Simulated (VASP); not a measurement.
## Pt12CO: single point with PBE

System: Pt12CO, a slab with vacuum.

```
CELL_PARAMETERS angstrom
5.61433 0.00000 0.00000
-2.80716 4.86215 0.00000
0.00000 0.00000 21.26927
ATOMIC_POSITIONS crystal
Pt 0.33333 0.16667 0.18806
Pt 0.33333 0.66667 0.18806
Pt 0.83333 0.16667 0.18806
Pt 0.83333 0.66667 0.18806
Pt 0.16667 0.33333 0.29666
Pt 0.16667 0.83333 0.29666
Pt 0.66667 0.33333 0.29666
Pt 0.66667 0.83333 0.29666
Pt 0.00000 0.00000 0.40525
Pt 0.00000 0.50000 0.40525
Pt 0.50000 0.00000 0.40525
Pt 0.50000 0.50000 0.40525
C 0.33333 0.16667 0.47042
O 0.33333 0.16667 0.52599
```

| Property | Result |
| --- | --- |
| Program | VASP 6.6.1 |
| Task | single point |
| Functional | PBE |
| Potentials or basis | VASP PAW PBE potentials, release 64 (Pt, C, O) |
| Cutoff | 520 eV |
| k mesh | 6 × 6 × 1 |
| Occupations | gaussian, width 0.1 eV |
| Spin | no spin polarisation |

```json
{
  "Largest force": "0.687 eV/Å",
  "Band gap on the k mesh": "zero (bands 65 and 66 overlap by 0.64 eV)"
}
```

Forces on the atoms (eV/Å):
```
Pt   0.000  0.000 -0.004
Pt   0.006  0.003 -0.060
Pt   0.000 -0.007 -0.060
Pt  -0.006  0.003 -0.060
Pt  -0.110  0.063 -0.289
Pt   0.000 -0.127 -0.289
Pt   0.110  0.063 -0.289
Pt   0.000  0.000  0.198
Pt  -0.191 -0.110  0.343
Pt   0.000  0.000 -0.205
Pt   0.191 -0.110  0.343
Pt   0.000  0.221  0.343
C    0.000  0.000 -0.659
O    0.000  0.000  0.687
```

Levels at points of the mesh, in eV from the Fermi level:
```
           k point  band 62  band 63  band 64  band 65  band 66  band 67  band 68  band 69
(0.00, 0.00, 0.00)     0.24     0.32     0.37     0.37     0.60     0.60     0.61     1.00
(0.50, 0.00, 0.00)    -0.60    -0.27    -0.14    -0.07     0.03     0.16     0.25     0.92
```

It took 16 min on 1 thread of Oxide Virtual Turin-like Processor, with other jobs on the host, peak memory 0.72 GiB.

Caveat: spin-orbit coupling is left out, which moves the levels of the heavy elements.
